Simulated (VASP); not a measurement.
Write the native input for VASP 6.6.1 that does the following.

```yaml
Task: single point
Functional: LDA
Potentials_or_basis: VASP PAW LDA potentials, release 64 (Cs_sv, Li_sv, Sb, Cl)
Cutoff: 520 eV
k_mesh: 3 × 3 × 3
Occupations: gaussian, width 0.01 eV
Spin: no spin polarisation
Dipole_correction: no
Further_INCAR_settings: ALGO = Normal; EDIFF = 1e-06; NBANDS = 45
```

The structure of Cs2LiSbCl6 lies in POSCAR:

```
Cs2LiSbCl6
1.0
    0.0000000000      5.3322100000      5.3322100000
    5.3322100000      0.0000000000      5.3322100000
    5.3322100000      5.3322100000      0.0000000000
Cs Li Sb Cl
2 1 1 6
Direct
    0.7500000000      0.7500000000      0.7500000000
    0.2500000000      0.2500000000      0.2500000000
    0.5000000000      0.5000000000      0.5000000000
    0.0000000000      0.0000000000      0.0000000000
    0.7491900000      0.2508100000      0.2508100000
    0.2508100000      0.2508100000      0.7491900000
    0.2508100000      0.7491900000      0.7491900000
    0.2508100000      0.7491900000      0.2508100000
    0.7491900000      0.2508100000      0.7491900000
    0.7491900000      0.7491900000      0.2508100000
```

These files were run (other wordings do the same):

INCAR

```
PREC = Accurate ; ENCUT = 520
EDIFF = 1E-6 ; ISMEAR = 0
SIGMA = 0.01 ; LREAL = False
LASPH = True ; NELM = 60
ALGO = Normal ; ISIF = 2
LWAVE = False ; LCHARG = False
GGA = CA ; NBANDS = 45
```

KPOINTS

```
Automatic mesh
0
Gamma
  3 3 3
```

Potentials or basis: VASP PAW LDA potentials, release 64 (Cs_sv, Li_sv, Sb, Cl).

The run is started by

```sh
$ cat potpaw_LDA.64/Cs_sv/POTCAR potpaw_LDA.64/Li_sv/POTCAR potpaw_LDA.64/Sb/POTCAR potpaw_LDA.64/Cl/POTCAR > POTCAR
$ mpirun -np 1 vasp_std > vasp.out
```

Results of the run:

```
Largest force          : 0.134 eV/Å
Band gap on the k mesh : 2.97 eV (least direct gap 3.36 eV)
```

Caveat: spin-orbit coupling is left out, which moves the levels of the heavy elements; an odd mesh through Γ misses points on the zone boundary, where band edges can lie.

It took 53 s on 1 thread of Intel(R) Xeon(R) Platinum 8259CL CPU @ 2.50GHz (Skylake/Cascade Lake) (shared host), peak memory 0.35 GiB.
